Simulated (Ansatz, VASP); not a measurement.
One calculation of Ir, two programs

INCAR

```
SYSTEM = Ir
ALGO = Normal ; EDIFF = 1E-6
ENCUT = 500 ; GGA_COMPAT = .FALSE.
ISIF = 2 ; ISMEAR = 0
LASPH = .TRUE. ; LCHARG = .FALSE.
LREAL = .FALSE. ; LWAVE = .FALSE.
NBANDS = 14 ; NELM = 120
PREC = Accurate ; SIGMA = 0.15
```

KPOINTS

```
k-points
0
G
  8 8 8
  0 0 0
```

The input POSCAR:

```
Ir
1.0
    0.0000000000      1.8596696490      2.0456366139
    1.8596696490      0.0000000000      2.0456366139
    1.8596696490      1.8596696490      0.0000000000
Ir
1
Direct
    0.0000000000      0.0000000000      0.0000000000
```

Input for Ansatz:

```yaml
crystal:
  lattice:
    - [0.0, 1.859669649, 2.0456366139]
    - [1.859669649, 0.0, 2.0456366139]
    - [1.859669649, 1.859669649, 0.0]
  atoms:
    - { symbol: Ir, position: [0.0, 0.0, 0.0] }
basis:
  ecutwfc: 420
kpoints:
  mp_grid: { grid: [8, 8, 8] }
hamiltonian:
  xc: lda
scf:
  occupations: { method: gaussian, width: 0.15 }
output:
  forces: true
  stress: true
  eigenvalues: true
```

Alike in both runs: task single point; functional LDA; k mesh 8 × 8 × 8; occupations gaussian, width 0.15 eV; no spin polarisation.

|  | VASP | Ansatz |
| --- | --- | --- |
| version | VASP 6.6.1 | Ansatz 0.2.0 |
| potentials or method | VASP PAW LDA potentials, release 64 (Ir_sv_GW), cutoff 500 eV | scalar-relativistic, plane waves, PAW |
| valence electrons in the cell | 17 | 17 |

|  | VASP | Ansatz | Ansatz less VASP |
| --- | --- | --- | --- |
| gap on the k mesh at the Fermi level (eV) | none | none | - |
| pressure (GPa) | -6.7 | -4.9 | +1.78 |
| traceless stress, the component that is largest in VASP (GPa) | -22.52 | -22.56 | -0.040 |

LDA's correlation is that of Perdew and Zunger in VASP and of Perdew and Wang (1992) in Ansatz. A gap of «none» marks a metal or a gap that the smearing closes.

Neither program's run includes spin-orbit coupling.
